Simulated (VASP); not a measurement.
**Y: single point with RPBE**

The system is Y.

```xyz
1
Lattice="0.0000 2.5520 2.5520 2.5520 0.0000 2.5520 2.5520 2.5520 0.0000" Properties=species:S:1:pos:R:3 pbc="T T T"
Y     0.0000    0.0000    0.0000
```

```
Program                : VASP 6.6.1
Task                   : single point
Functional             : RPBE
Potentials or basis    : VASP PAW PBE potentials, release 64 (Y_sv)
Cutoff                 : 520 eV
k mesh                 : 9 × 9 × 9
Occupations            : gaussian, width 0.05 eV
Spin                   : no spin polarisation
Dipole correction      : no
Further INCAR settings : ALGO = Fast; EDIFF = 1e-06; NBANDS = 12
```

```json
{
 "Pressure": "0.7 GPa"
}
```

Levels at points of the mesh, in eV from the Fermi level:
| k point | band 3 | band 4 | band 5 | band 6 | band 7 | band 8 |
| --- | --- | --- | --- | --- | --- | --- |
| (0.00, 0.00, 0.00) | -22.53 | -22.53 | -4.75 | 1.75 | 1.75 | 1.75 |

Wall time 16 s on 1 thread of AMD EPYC 7R13 Processor (Zen 3), with other jobs on the host, peak memory 0.14 GiB.

Caveat: the PAW data sets were made with another functional, which shifts forces and pressure a little.
